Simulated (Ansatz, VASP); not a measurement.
ZrOs: VASP beside Ansatz

INCAR

```
SYSTEM = ZrOs
PREC = Accurate ; ENCUT = 520
EDIFF = 1E-6 ; ISMEAR = -1
SIGMA = 0.03 ; LREAL = .FALSE.
LASPH = .TRUE. ; NELM = 80
ALGO = Normal ; ISIF = 2
LWAVE = .FALSE. ; LCHARG = .FALSE.
GGA = CA ; NBANDS = 17
```

File KPOINTS:

```
Automatic mesh
0
G
  13 13 13
  0 0 0
```

File POSCAR:

```
ZrOs
1.0
    3.2520868750      0.0000000000      0.0000000000
    0.0000000000      3.2520868750      0.0000000000
    0.0000000000      0.0000000000      3.2520868750
Zr Os
1 1
Direct
    0.5000000000      0.5000000000      0.5000000000
    0.0000000000      0.0000000000      0.0000000000
```

Input for Ansatz:

```yaml
crystal:
  lattice:
    - [3.252086875, 0.0, 0.0]
    - [0.0, 3.252086875, 0.0]
    - [0.0, 0.0, 3.252086875]
  atoms:
    - { symbol: Zr, position: [0.5, 0.5, 0.5] }
    - { symbol: Os, position: [0.0, 0.0, 0.0] }
kpoints:
  mp_grid: { grid: [13, 13, 13] }
  band_path:
    path:
      - [0.0, 0.0, 0.0]
      - [0.0, 0.5, 0.0]
      - [0.5, 0.5, 0.0]
      - [0.0, 0.0, 0.0]
      - [0.5, 0.5, 0.5]
      - [0.0, 0.5, 0.0]
      - [0.5, 0.5, 0.5]
      - [0.5, 0.5, 0.0]
    npoints: 5
scf:
  occupations: { method: fermi_dirac, width: 0.03 }
hamiltonian:
  xc: lda
  pseudopotentials: { kind: all_electron, lapw: { basis_error: 0.00025 } }
output:
  forces: true
  stress: true
  eigenvalues: true
```

Change from the starting cell: volume scaled by 0.99.

Alike in both runs: task single point; functional LDA; k mesh 13 × 13 × 13; occupations fermi-dirac, width 0.03 eV; no spin polarisation.

```csv
,VASP,Ansatz
version,VASP 6.6.1,Ansatz 0.2.0
potentials or method,"VASP PAW LDA potentials, release 64 (Zr_sv, Os), cutoff 520 eV","all-electron LAPW, scalar-relativistic"
```

```csv
,VASP,Ansatz,Ansatz less VASP
pressure (GPa),-5.0,-5.3,-0.29
```

LDA's correlation is that of Perdew and Zunger in VASP and of Perdew and Wang (1992) in Ansatz. Ansatz ran all-electron here, and VASP with PAW potentials.

Neither program's run includes spin-orbit coupling.
